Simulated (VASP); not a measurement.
Write the native input for VASP 6.6.1 that does the following.

```yaml
Task: single point
Functional: PBE
Potentials_or_basis: VASP PAW PBE potentials, release 64 (Ir)
Cutoff: 520 eV
k_mesh: 14 × 14 × 14
Occupations: methfessel-paxton, width 0.3 eV
Spin: no spin polarisation
Dipole_correction: no
Further_INCAR_settings: ALGO = Normal; EDIFF = 1e-06; NBANDS = 10
```

The structure of Ir lies in POSCAR:

```
Ir
1.0
    0.0000000000      1.9360622002      1.9360622002
    1.9360622002      0.0000000000      1.9360622002
    1.9360622002      1.9360622002      0.0000000000
Ir
1
Direct
    0.0000000000      0.0000000000      0.0000000000
```

One way to write it, as run:

INCAR

```
SYSTEM = Ir
PREC     = Accurate       ! precision mode
ENCUT    = 520            ! plane-wave cutoff, eV
EDIFF    = 1E-6           ! SCF threshold, eV
ISMEAR   = 1              ! smearing method
SIGMA    = 0.3            ! smearing width, eV
LREAL    = .FALSE.        ! projectors in reciprocal space
LASPH    = .TRUE.         ! aspherical terms in the spheres
NELM     = 80             ! most SCF steps
ALGO     = Normal         ! electronic algorithm
ISIF     = 2              ! what is computed and relaxed
LWAVE    = .FALSE.        ! write WAVECAR
LCHARG   = .TRUE.         ! write CHGCAR
GGA      = PE             ! functional
LELF     = .TRUE.         ! ELF
LVHAR    = .TRUE.       
NBANDS   = 10             ! bands
```

KPOINTS

```
regular mesh
0
G
  14 14 14
  0 0 0
```

Potentials or basis: VASP PAW PBE potentials, release 64 (Ir).

Run with:

```bash
$ cat potpaw_PBE.64/Ir/POTCAR > POTCAR
$ mpirun -np 1 vasp_std > vasp.out
```

Results of the run:

```
Pressure : 0.2 GPa
```

Run time: 12 s on 1 thread of Intel Xeon 6975P-C, on a shared host, peak memory 0.14 GiB.
